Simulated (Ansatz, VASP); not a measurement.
**Two plane-wave programs on BaTiO3**

```
Ba Ti O
1.0
     4.01923    0.00000    0.00000
     0.00000    4.01923    0.00000
     0.00000    0.00000    3.69774
Ba Ti O
1 1 3
Direct
  0.00000 0.00000 0.00000
  0.50000 0.50000 0.50000
  0.50000 0.50000 0.00000
  0.50000 0.00000 0.50000
  0.00000 0.50000 0.50000
```

Change from the starting cell: strain +0.000 along x and y, -0.080 along z, atoms carried along.

Alike in both runs: task single point; functional PBE; k mesh 8 × 8 × 8; occupations gaussian, width 0.05 eV; no spin polarisation.

|  | VASP | Ansatz |
| --- | --- | --- |
| version | VASP 6.6.1 | Ansatz 0.2.0 |
| potentials or method | VASP PAW PBE potentials, release 64 (Ba_sv, Ti_sv, O), cutoff 520 eV | scalar-relativistic, plane waves, PAW |
| valence electrons in the cell | 40 | 40 |

Ansatz gave:

* gap on the k mesh at the Fermi level (eV): 1.74
* least direct gap on the mesh (eV): 1.79
* pressure (GPa): 18.4
* traceless stress, the component that is largest in VASP (GPa): 16.35

Task: Estimate VASP's values.

Result: gap on the k mesh at the Fermi level (eV): 1.66; least direct gap on the mesh (eV): 1.75; pressure (GPa): 20.8; traceless stress, the component that is largest in VASP (GPa): 16.75.

Spin-orbit coupling is off throughout.
